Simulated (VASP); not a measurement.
Here is a VASP 6.6.1 calculation.

INCAR

```
  ALGO = Normal
  EDIFF = 1E-6
  ENCUT = 520
  GGA = PE
  ISIF = 2
  ISMEAR = 0
  LASPH = True
  LCHARG = False
  LREAL = False
  LWAVE = False
  NBANDS = 30
  NELM = 100
  PREC = Accurate
  SIGMA = 0.1
```

KPOINTS

```
k-points
0
Gamma
  3 3 3
```

POSCAR

```
La2SbAs3
1.0
    3.0674081400      1.7709689200      4.8988484000
   -3.0674081400      1.7709689200      4.8988484000
    0.0000000000     -3.5419378400      4.8988484000
La Sb As
2 1 3
Direct
    0.6234436000      0.6234436000      0.6234436000
    0.3765564000      0.3765564000      0.3765564000
    0.0000000000      0.0000000000      0.0000000000
    0.0000000000      0.5000000000      0.0000000000
    0.5000000000      0.0000000000      0.0000000000
    0.0000000000      0.0000000000      0.5000000000
```

Potentials or basis: VASP PAW PBE potentials, release 64 (La, Sb, As).

Launch:

```sh
$ cat potpaw_PBE.64/La/POTCAR potpaw_PBE.64/Sb/POTCAR potpaw_PBE.64/As/POTCAR > POTCAR
$ mpirun -np 1 vasp_std > vasp.out
```

Problem. Predict the largest force.

Solution. 0.033 eV/Å.

Problem. Estimate the band gap on the k mesh.

Solution. Zero (bands 21 and 22 overlap by 0.80 eV).

Forces on the atoms (eV/Å):
```
La   0.000  0.000 -0.033
La   0.000  0.000  0.033
Sb   0.000  0.000  0.000
As   0.000  0.000  0.000
As   0.000  0.000  0.000
As   0.000  0.000  0.000
```

Caveat: the k points lie up to 0.42 Å⁻¹ apart, too coarse for converged energies and pressures of a metal; spin-orbit coupling is left out, which moves the levels of the heavy elements.
